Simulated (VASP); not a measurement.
Set up this calculation in VASP 6.6.1, as the native input.

```yaml
Task: single point
Functional: r2SCAN
Potentials_or_basis: VASP PAW PBE potentials, release 64 (Cu)
Cutoff: 520 eV
k_mesh: 24 × 24 × 6
Occupations: gaussian, width 0.15 eV
Spin: no spin polarisation
Dipole_correction: no
Further_INCAR_settings: ALGO = Normal; EDIFF = 1e-06; NBANDS = 30
```

The system is Cu.

```
Cu
1.0
     2.65581    0.00000    0.00000
    -1.32790    2.30000    0.00000
     0.00000    0.00000    7.85074
Cu
4
Cartesian
  0.0000 0.0000 0.0000
  0.0000 1.5333 1.9627
  0.0000 0.0000 3.9254
  1.3279 0.7667 5.8881
```

This cell differs from its parent crystal: strain +0.050 along x and y, -0.050 along z.

One way to write it, as run:

POSCAR

```
Cu
1.0
    2.6558064830      0.0000000000      0.0000000000
   -1.3279032415      2.2999958818      0.0000000000
    0.0000000000      0.0000000000      7.8507428620
Cu
4
Direct
    0.0000000000      0.0000000000      0.0000000000
    0.3333333333      0.6666666667      0.2500000000
    0.0000000000      0.0000000000      0.5000000000
    0.6666666667      0.3333333333      0.7500000000
```

INCAR.step1

```
PREC = Accurate ; ENCUT = 520
ISMEAR = 0 ; SIGMA = 0.15
LREAL = False ; LASPH = True
NELM = 100 ; NBANDS = 30
GGA = PE ; ALGO = Normal
EDIFF = 1E-4 ; LWAVE = True
LCHARG = False ; LUSENCCL = False
```

INCAR.step2

```
PREC = Accurate ; ENCUT = 520
EDIFF = 1E-6 ; ISMEAR = 0
SIGMA = 0.15 ; LREAL = False
LASPH = True ; NELM = 100
ALGO = Normal ; ISIF = 2
LWAVE = False ; LCHARG = True
METAGGA = R2SCAN ; LMIXTAU = True
LELF = True ; LVHAR = True
NBANDS = 30 ; ISTART = 1
LUSENCCL = False
```

KPOINTS

```
regular mesh
0
Gamma
  24 24 6
```

Potentials or basis: VASP PAW PBE potentials, release 64 (Cu).

The run is started by

```console
$ cat potpaw_PBE.64/Cu/POTCAR > POTCAR
$ cp INCAR.step1 INCAR
$ mpirun -np 1 vasp_std > vasp.out
$ cp INCAR.step2 INCAR
$ mpirun -np 1 vasp_std > vasp.out
```

It gave:

```yaml
Pressure: -4.5 GPa
Band_gap_on_the_k_mesh: zero (bands 22 and 23 overlap by 4.72 eV)
```

Caveat: the cell differs from its parent crystal (strain +0.050 along x and y, -0.050 along z); the stress differs along the axes, from -9 to 5 GPa; the PAW data sets were made with another functional, which shifts forces and pressure a little.

Wall time 18 min on 1 × NVIDIA H100 80GB with 1 thread of AMD EPYC 7R13 Processor (Zen 3), with other jobs on the host, peak memory 1.4 GiB.
